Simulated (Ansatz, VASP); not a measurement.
Two plane-wave programs on Si4BW

INCAR

```
SYSTEM = Si4BW
ALGO = Normal
EDIFF = 1E-7
EDIFFG = -0.04
ENCUT = 600
GGA = PE
IBRION = 2
ISIF = 3
ISMEAR = 0
LASPH = .TRUE.
LCHARG = .FALSE.
LREAL = .FALSE.
LWAVE = .FALSE.
NELM = 80
NSW = 90
PREC = Accurate
SIGMA = 0.1
```

The input KPOINTS:

```
k-points
0
G
  6 6 4
  0 0 0
```

File POSCAR:

```
Si4BW
1.0
    3.4310171600      0.0000000000      0.0000000000
    0.0000000000      3.4310171600      0.0000000000
    0.0000000000      0.0000000000      5.9024089600
Si B W
4 1 1
Direct
    0.5000000000      0.5000000000      0.7816317100
    0.5000000000      0.5000000000      0.2183682900
    0.5000000000      0.0000000000      0.5000000000
    0.0000000000      0.5000000000      0.5000000000
    0.5000000000      0.5000000000      0.5000000000
    0.0000000000      0.0000000000      0.0000000000
```

Input for Ansatz:

```yaml
crystal:
  lattice:
    - [3.43101716, 0.0, 0.0]
    - [0.0, 3.43101716, 0.0]
    - [0.0, 0.0, 5.90240896]
  atoms:
    - { symbol: Si, position: [0.5, 0.5, 0.78163171] }
    - { symbol: Si, position: [0.5, 0.5, 0.21836829] }
    - { symbol: Si, position: [0.5, 0.0, 0.5] }
    - { symbol: Si, position: [0.0, 0.5, 0.5] }
    - { symbol: B, position: [0.5, 0.5, 0.5] }
    - { symbol: W, position: [0.0, 0.0, 0.0] }
basis:
  ecutwfc: 420
kpoints:
  mp_grid: { grid: [6, 6, 4] }
hamiltonian:
  xc: pbe
scf:
  occupations: { method: gaussian, width: 0.1 }
  lower_state_search: "off"
output:
  forces: true
  stress: true
  eigenvalues: true
relax:
  adjacent_minimum: "off"
  f_tol: 0.04
  max_steps: 70
  cell: { stress_tol: 0.4 }
```

Change from the starting cell: species swapped into the RbAlF4 type (P4/mmm, No. 123).

Alike in both runs: task relaxation of cell and atoms; functional PBE; k mesh 6 × 6 × 4; occupations gaussian, width 0.1 eV; no spin polarisation.

|  | VASP | Ansatz |
| --- | --- | --- |
| version | VASP 6.6.1 | Ansatz 0.2.0 |
| potentials or method | VASP PAW PBE potentials, release 64 (Si, B, W_sv), cutoff 600 eV | scalar-relativistic, plane waves, PAW |
| valence electrons in the cell | 33 | 33 |

```tsv
	VASP	Ansatz	Ansatz less VASP
gap on the k mesh at the Fermi level, each at its own relaxed structure (eV)	none	none	-
relaxed volume (Å³/atom)	15.44	15.42	-0.014
relaxed cell length with the largest relative difference (Å)	6.522	6.495	-0.0274
```

A gap of «none» marks a metal or a gap that the smearing closes.

Spin-orbit coupling is off throughout. Noted on VASP's run: the volume moved by over 15 % at a fixed basis, so the end points are rough.
